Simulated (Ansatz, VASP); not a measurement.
**BeC3: VASP beside Ansatz**

```xyz
4
Lattice="2.9911 0.0000 0.0000 0.0000 2.9911 0.0000 0.0000 0.0000 2.9911" Properties=species:S:1:pos:R:3 pbc="T T T"
Be    0.0000    0.0000    0.0000
C     0.0000    1.4955    1.4955
C     1.4955    0.0000    1.4955
C     1.4955    1.4955    0.0000
```

Alike in both runs: task relaxation of cell and atoms; functional PBE; k mesh 16 × 16 × 16; occupations gaussian, width 0.1 eV; no spin polarisation.

```csv
,VASP,Ansatz
version,VASP 6.6.1,Ansatz 0.2.0
potentials or method,"VASP PAW PBE potentials, release 64 (Be, C), cutoff 600 eV","scalar-relativistic, plane waves, PAW"
valence electrons in the cell,14,14
```

Ansatz gave:

```
gap on the k mesh at the Fermi level, each at its own relaxed structure (eV) : none
relaxed volume (Å³/atom)                                                     : 6.83
relaxed cell length with the largest relative difference (Å)                 : 3.013
```

Problem. Estimate VASP's values.

Solution. gap on the k mesh at the Fermi level, each at its own relaxed structure (eV): none; relaxed volume (Å³/atom): 6.84; relaxed cell length with the largest relative difference (Å): 3.013.

A gap of «none» marks a metal or a gap that the smearing closes.
